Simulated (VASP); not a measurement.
# Sc (Im-3m) in VASP: a series of runs

Runs on Sc. Level: LDA. Tasks: single point, relaxation of cell and atoms.

All numbers are computed with VASP 6.6.1; they aren't measurements. Logs are shortened: lines on timing, memory, paths and dates and some standing lists are left out, and cuts for length are marked.

**1. The cell of the first run**

It takes space group Im-3m (No. 229, cubic). The conventional cell has a = 3.578 Å, b = 3.578 Å, c = 3.578 Å, α = 90.00°, β = 90.00°, γ = 90.00°. Within 4.1 Å of Sc (site symmetry m-3m) lie 14 Sc at 3.10 to 3.58 Å.

**2. Single point, LDA**

INCAR

```
PREC = Accurate
ENCUT = 520
EDIFF = 1E-7
ISMEAR = -1
SIGMA = 0.05
LREAL = False
LASPH = True
NELM = 60
ALGO = Normal
ISIF = 2
LWAVE = False
LCHARG = False
GGA = CA
NBANDS = 12
```

KPOINTS

```
regular mesh
0
Gamma
  8 8 8
```

POSCAR

```
Sc
1.0
    1.7890681007      1.7890681007      1.7890681007
   -1.7890681007      1.7890681007      1.7890681007
   -1.7890681007     -1.7890681007      1.7890681007
Sc
1
Direct
    0.0000000000      0.0000000000      0.0000000000
```

Potentials or basis: VASP PAW LDA potentials, release 64 (Sc_sv).

On the command line:

```bash
$ cat potpaw_LDA.64/Sc_sv/POTCAR > POTCAR
$ mpirun -np 1 vasp_std > vasp.out
```

OUTCAR:

```text
PREC = Accurate
   ENCUT = 520
   EDIFF = 1E-7
   ISMEAR = -1
   LREAL = False
   LASPH = True
   NELM = 60
   ISIF = 2
   GGA = CA

 ion  position               nearest neighbor table
   1  0.000  0.000  0.000-

  LATTYP: Found a body centered cubic cell.
 ALAT       =     3.5781362014

  Lattice vectors:

 A1 = (   1.7890681007,  -1.7890681007,  -1.7890681007)
 A2 = (   1.7890681007,   1.7890681007,   1.7890681007)
 A3 = (  -1.7890681007,  -1.7890681007,   1.7890681007)

Analysis of symmetry for initial positions (statically):
=====================================================================
 Subroutine PRICEL returns:
 Original cell was already a primitive cell.

 Routine SETGRP: Setting up the symmetry group for a
 body centered cubic supercell.

 Subroutine GETGRP returns: Found 48 space group operations
 (whereof 48 operations were pure point group operations)
 out of a pool of 48 trial point group operations.

The static configuration has the point symmetry O_h .

Analysis of symmetry for dynamics (positions and initial velocities):
=====================================================================
 Subroutine PRICEL returns:
 Original cell was already a primitive cell.

 Routine SETGRP: Setting up the symmetry group for a
 body centered cubic supercell.

 Subroutine GETGRP returns: Found 48 space group operations
 (whereof 48 operations were pure point group operations)
 out of a pool of 48 trial point group operations.

The dynamic configuration has the point symmetry O_h .

 Subroutine INISYM returns: Found 48 space group operations
 (whereof 48 operations are pure point group operations),
 and found     1 'primitive' translations

----------------------------------------------------------------------------------------

                                     Primitive cell

  volume of cell :      22.9055

  direct lattice vectors                    reciprocal lattice vectors
     1.789068101  1.789068101  1.789068101     0.279475108  0.000000000  0.279475108
    -1.789068101  1.789068101  1.789068101    -0.279475108  0.279475108  0.000000000
    -1.789068101 -1.789068101  1.789068101     0.000000000 -0.279475108  0.279475108

  length of vectors
     3.098756849  3.098756849  3.098756849     0.395237488  0.395237488  0.395237488

  position of ions in fractional coordinates (direct lattice)
     0.000000000  0.000000000  0.000000000

  ion indices of the primitive-cell ions
   primitive index   ion index
                 1           1

----------------------------------------------------------------------------------------

 KPOINTS: regular mesh

Automatic generation of k-mesh.
 Grid dimensions read from file:
 generate k-points for:    8    8    8

 Generating k-lattice:

  Cartesian coordinates                     Fractional coordinates (reciprocal lattice)
     0.034934388  0.000000000  0.034934388     0.125000000  0.000000000  0.000000000
    -0.034934388  0.034934388  0.000000000     0.000000000  0.125000000  0.000000000
     0.000000000 -0.034934388  0.034934388     0.000000000  0.000000000  0.125000000

  Length of vectors
     0.049404686  0.049404686  0.049404686

  Shift w.r.t. Gamma in fractional coordinates (k-lattice)
     0.000000000  0.000000000  0.000000000

 Subroutine IBZKPT returns following result:
 ===========================================

 Found     29 irreducible k-points:

 Following reciprocal coordinates:
            Coordinates               Weight
  0.000000  0.000000  0.000000      1.000000
  0.125000  0.000000  0.000000     12.000000
  0.250000  0.000000  0.000000     12.000000
  0.375000  0.000000  0.000000     12.000000
  0.500000  0.000000  0.000000      6.000000
  0.250000  0.125000  0.000000     24.000000
[... 16 lines left out ...]
  0.375000  0.250000  0.250000     24.000000
  0.500000  0.250000  0.250000     12.000000
 [... further k-points ...]
   k-points           NKPTS =     29   k-points in BZ     NKDIM =     29   number of bands    NBANDS=     12
   number of dos      NEDOS =    301   number of ions     NIONS =      1
   total plane-waves  NPLWV =  13824
   dimension x,y,z NGX =    24 NGY =   24 NGZ =   24
   dimension x,y,z NGXF=    48 NGYF=   48 NGZF=   48
   ions per type =               1
   NGX,Y,Z   is equivalent  to a cutoff of  12.88, 12.88, 12.88 a.u.
   NGXF,Y,Z  is equivalent  to a cutoff of  25.75, 25.75, 25.75 a.u.
 SYSTEM =  unknown system
   PREC   = accura    normal or accurate (medium, high low for compatibility)
   ISTART =      0    job   : 0-new  1-cont  2-samecut
   ICHARG =      2    charge: 1-file 2-atom 10-const
   ISPIN  =      1    spin polarized calculation?
   LNONCOLLINEAR =      F non collinear calculations
   LSORBIT =      F    spin-orbit coupling
   LASPH  =      T    aspherical Exc in radial PAW
   ENCUT  =  520.0 eV  38.22 Ry    6.18 a.u.   5.76  5.76  5.76*2*pi/ulx,y,z
   NELM   =     60;   NELMIN=  2; NELMDL= -5     # of ELM steps
   EDIFF  = 0.1E-06   stopping-criterion for ELM
   LREAL  =      F    real-space projection
   EDIFFG = 0.1E-05   stopping-criterion for IOM
   NSW    =      0    number of steps for IOM
   IBRION =     -1    ionic relax: 0-MD 1-quasi-New 2-CG
   NFREE  =      0    steps in history (QN), initial steepest desc. (CG)
   ISIF   =      2    stress and relaxation
   ISYM   =      2    0-nonsym 1-usesym 2-fastsym
   POTIM  = 0.5000    time-step for ionic-motion
   TEBEG  =    0.0;   TEEND  =   0.0 temperature during run
   PSTRESS=    0.0 pullay stress
   NELECT =      11.0000    total number of electrons
   NUPDOWN=      -1.0000    fix difference up-down
   EMIN   =  10.00;   EMAX   =-10.00  energy-range for DOS
   EFERMI =   0.00;   METHOD = LEGACY
   ISMEAR =    -1;   SIGMA  =   0.05  broadening in eV -4-tet -1-fermi 0-gaus
   EFERMI_NEDOS =   21; number of points for ismear=-14 and -15
   IALGO  =     38    algorithm
   IMIX   =      4    mixing-type and parameters
     AMIX     =   0.40;   BMIX     =  1.00
     AMIX_MAG =   1.60;   BMIX_MAG =  1.00
  volume/ion in A,a.u.               =      22.91       154.57
  Fermi-wavevector in a.u.,A,eV,Ry     =   1.282012  2.422652 22.361930  1.643556
  Thomas-Fermi vector in A             =   2.414349
   LORBIT       =      0    0 simple, 1 ext, 2 COOP (PROOUT), +10 PAW based schemes
   GGA     = CA    functional components
   LHFCALC =     F    Hartree Fock is set to
   AEXX    =    0.0000 exact exchange contribution
   IVDW    =     0    specifies the selected vdW correction
   LEPSILON=     F    determine dielectric tensor
   LRPA    =     F    only Hartree local field effects (RPA)
 non-spin polarized calculation
  energy-cutoff  :      520.00
  volume of cell :       22.91
 maximum number of plane-waves:       630
   NGX = 11   NGY = 11   NGZ = 11

 number of electron      10.9999998 magnetization

 Free energy of the ion-electron system (eV)
  ---------------------------------------------------
  ext. energy  EPLUGINS =         0.00000000
  ---------------------------------------------------
  free energy    TOTEN  =        -6.61485733 eV

  energy without entropy =       -6.59506045  energy(sigma->0) =       -6.60495889

 E-fermi :   4.0170     XC(G=0): -10.4530

 val. band max:        4.0099743768   @ k =  -0.3750   0.2500   0.0000
 cond. band min:       4.0609785022   @ k =   0.1250   0.5000   0.1250
 fundamental gap:      0.0510041253
 Fermi energy:         4.0169608887

 k-point     1 :       0.0000    0.0000    0.0000
  band No.  band energies     occupation
      1     -44.7690      2.00000
      2     -23.4612      2.00000
      3     -23.4612      2.00000
      4     -23.4612      2.00000
      5      -1.3054      2.00000
      6       5.4946      0.00000
      7       5.4946      0.00000
      8       5.4946      0.00000
      9       7.0840      0.00000
     10       7.0840      0.00000
     11      18.6902      0.00000
     12      18.6902      0.00000

 k-point     2 :       0.1250    0.0000    0.0000
  band No.  band energies     occupation
      1     -44.7555      2.00000
      2     -23.5408      2.00000
      3     -23.4858      2.00000
      4     -23.4616      2.00000
      5      -0.8637      2.00000
      6       5.2776      0.00000
      7       5.3841      0.00000
      8       5.8326      0.00000
      9       6.8699      0.00000
     10       7.0993      0.00000
     11      18.0656      0.00000
     12      18.5501      0.00000

 k-point     3 :       0.2500    0.0000    0.0000
  band No.  band energies     occupation
      1     -44.7230      2.00000
      2     -23.7286      2.00000
      3     -23.5448      2.00000
      4     -23.4627      2.00000
      5       0.3106      2.00000
      6       4.8016      0.00000
      7       4.8696      0.00000
      8       6.7534      0.00000
      9       6.8184      0.00000
     10       7.1799      0.00000
     11      15.7307      0.00000
     12      17.2477      0.00000
[... 286 lines left out ...]
 k-point    23 :       0.3750    0.2500    0.2500
  band No.  band energies     occupation
      1     -44.6557      2.00000
      2     -23.8482      2.00000
      3     -23.6996      2.00000
      4     -23.6516      2.00000
      5       2.5818      2.00000
      6       3.7352      1.99288
      7       5.6835      0.00000
      8       6.0903      0.00000
      9       7.6847      0.00000
     10       8.1073      0.00000
     11      13.4545      0.00000
     12      14.8845      0.00000

 k-point    24 :       0.5000    0.2500    0.2500
  band No.  band energies     occupation
      1     -44.6441      2.00000
      2     -23.9040      2.00000
      3     -23.7256      2.00000
      4     -23.6465      2.00000
      5       3.0204      2.00000
      6       3.4032      1.99999
      7       5.6086      0.00000
      8       6.0929      0.00000
      9       8.3467      0.00000
     10       9.3114      0.00000
     11      11.3398      0.00000
     12      14.0242      0.00000

 [... further k-points ...]

------------------------ aborting loop because EDIFF is reached ----------------------------------------

  FORCE on cell =-STRESS in cart. coord.  units (eV):
  Direction    XX          YY          ZZ          XY          YZ          ZX
  --------------------------------------------------------------------------------------
  -------------------------------------------------------------------------------------
  Total       -0.0727044     -0.0727044     -0.0727044      0.0000000     -0.0000000      0.0000000
  in kB       -5.0854618     -5.0854618     -5.0854618      0.0000000     -0.0000000      0.0000000
  external PRESSURE =      -5.0854618 kB  Pullay stress =       0.0000000 kB

 VOLUME and BASIS-vectors are now :
 -----------------------------------------------------------------------------
  energy-cutoff  :      520.00
  volume of cell :       22.91
      direct lattice vectors                 reciprocal lattice vectors
     1.789068101  1.789068101  1.789068101     0.279475108  0.000000000  0.279475108
    -1.789068101  1.789068101  1.789068101    -0.279475108  0.279475108  0.000000000
    -1.789068101 -1.789068101  1.789068101     0.000000000 -0.279475108  0.279475108

 POSITION                                       TOTAL-FORCE (eV/Angst)
 -----------------------------------------------------------------------------------
      0.00000      0.00000      0.00000        -0.000000      0.000000     -0.000000
 -----------------------------------------------------------------------------------
    total drift:                               -0.000000     -0.000000      0.000000

  FREE ENERGIE OF THE ION-ELECTRON SYSTEM (eV)
  ---------------------------------------------------
  free  energy   TOTEN  =        -6.6148573270 eV

  energy  without entropy=       -6.5950604522  energy(sigma->0) =       -6.60495889
```

Wall time 2.6 s (1 thread of Intel Xeon 6975P-C (Granite Rapids), shared host); peak memory 0.12 GiB.

Results:

| Quantity | Value |
| --- | --- |
| Free energy | -6.6149 eV |
| Pressure | -0.5 GPa |

(Continued in part 2 of 2.)
